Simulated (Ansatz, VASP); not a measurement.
This is a calculation of Fe for VASP 6.6.1.

The input INCAR:

```
  PREC = Accurate
  ENCUT = 690
  EDIFF = 1E-6
  ISMEAR = 0
  SIGMA = 0.013000000000000001
  LREAL = False
  LASPH = True
  NELM = 200
  ALGO = Normal
  ISIF = 2
  LWAVE = False
  LCHARG = True
  ISPIN = 2
  MAGMOM = 3
  LORBIT = 11
  LMAXMIX = 4
  GGA = PE
  LELF = True
  LVHAR = True
  NBANDS = 18
  GGA_COMPAT = False
```

Contents of KPOINTS:

```
regular mesh
0
Gamma
  13 13 13
```

POSCAR

```
Fe
1.0
   -1.4430000000      1.4430000000      1.4430000000
    1.4430000000     -1.4430000000      1.4430000000
    1.4430000000      1.4430000000     -1.4430000000
Fe
1
Direct
    0.0000000000      0.0000000000      0.0000000000
```

Potentials or basis: VASP PAW PBE potentials, release 64 (Fe_sv).

Command:

```bash
$ cat potpaw_PBE.64/Fe_sv/POTCAR > POTCAR
$ mpirun -np 1 vasp_std > vasp.out
```

Problem. Set up the same calculation for Ansatz 0.2.0. Potentials there: Ansatz PAW.

Solution. As run (the cutoff follows the program's own potentials):

File input.yaml:

```yaml
crystal:
  lattice:
    - [-1.443, 1.443, 1.443]
    - [1.443, -1.443, 1.443]
    - [1.443, 1.443, -1.443]
  atoms:
    - { symbol: Fe, position: [0.0, 0.0, 0.0], spin: 3.0 }
hamiltonian:
  xc: pbe
  pseudopotentials: { kind: paw }
magnetization:
  spin_polarized: true
kpoints:
  mp_grid: { grid: [13, 13, 13] }
scf:
  occupations: { method: gaussian, width: 0.013 }
output:
  forces: true
  stress: true
  eigenvalues: true
```

Potentials or basis: Ansatz PAW.

The run is started by

```sh
$ ansatz run input.yaml --threads 2 --pin off --max-ram 5632MiB --backend cpu --events-out ev --progress --plain --runs-dir out
```

Both were run:

|  | VASP | Ansatz | Ansatz less VASP |
| --- | --- | --- | --- |
| gap on the k mesh at the Fermi level (eV) | none | none | - |
| pressure (GPa) | -10.9 | -9.6 | +1.29 |
| net moment per atom (μB) | 2.26 | 2.25 | -0.008 |
| size of the moment on the site where the two differ most (μB) | 2.27 | 2.31 | +0.035 |

Site moments also hang on the region over which each program counts them. A gap of «none» marks a metal or a gap that the smearing closes.
